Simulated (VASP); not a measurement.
BiO5:

```
Bi O
1.0
     0.00000    3.39711    3.39711
     3.39711    0.00000    3.39711
     3.39711    3.39711    0.00000
Bi O
1 5
Direct
  0.50000 0.50000 0.50000
  0.37197 0.87601 0.87601
  0.87601 0.87601 0.87601
  0.25000 0.25000 0.25000
  0.87601 0.87601 0.37197
  0.87601 0.37197 0.87601
```

| Property | Result |
| --- | --- |
| Program | VASP 6.6.1 |
| Task | relaxation of cell and atoms |
| Functional | PBE |
| Potentials or basis | VASP PAW PBE potentials, release 64 (Bi_d, O) |
| Cutoff | 600 eV |
| k mesh | 4 × 4 × 4 |
| Occupations | gaussian, width 0.1 eV |
| Spin | no spin polarisation |

At the start: pressure -18.0 GPa; volume 13.07 Å³/atom.

Question: How do energy, volume and symmetry change on relaxing?

Answer: Over 7 steps the energy falls by 178.8 meV/atom and the volume is 10.50 Å³/atom (-19.7 %); space group F-43m (No. 216, to 0.05 Å).

Step by step:
| step | energy change (eV) | largest force (eV/Å) | pressure (GPa) | volume (Å³) |
| --- | --- | --- | --- | --- |
| 1 | 0.0000 | 0.0166 | -17.96 | 78.41 |
| 2 | -1.0457 | 0.1523 | 0.44 | 62.93 |
| 3 | -1.0459 | 0.1502 | 0.03 | 63.13 |
| 4 | -1.0455 | 0.1473 | -0.55 | 63.41 |
| 5 | -1.0497 | 0.1436 | -0.52 | 63.37 |
| 6 | -1.0616 | 0.1238 | -0.34 | 63.25 |
| 7 | -1.0731 | 0.0202 | 0.14 | 63.00 |

Final structure:
```xyz
6
Lattice="0.0000 3.1581 3.1581 3.1581 0.0000 3.1581 3.1581 3.1581 0.0000" Properties=species:S:1:pos:R:3 pbc="T T T"
Bi    3.1581    3.1581    3.1581
O     5.5735    3.9009    3.9009
O     5.5735    5.5735    5.5735
O     1.5791    1.5791    1.5791
O     3.9009    3.9009    5.5735
O     3.9009    5.5735    3.9009
```

Caveat: the k points lie up to 0.43 Å⁻¹ apart in the final cell; the volume moved by over 15 % at a fixed basis, so the end points are rough; an odd number of electrons without spin polarisation forces a metal; a magnetic or distorted state may lie lower.
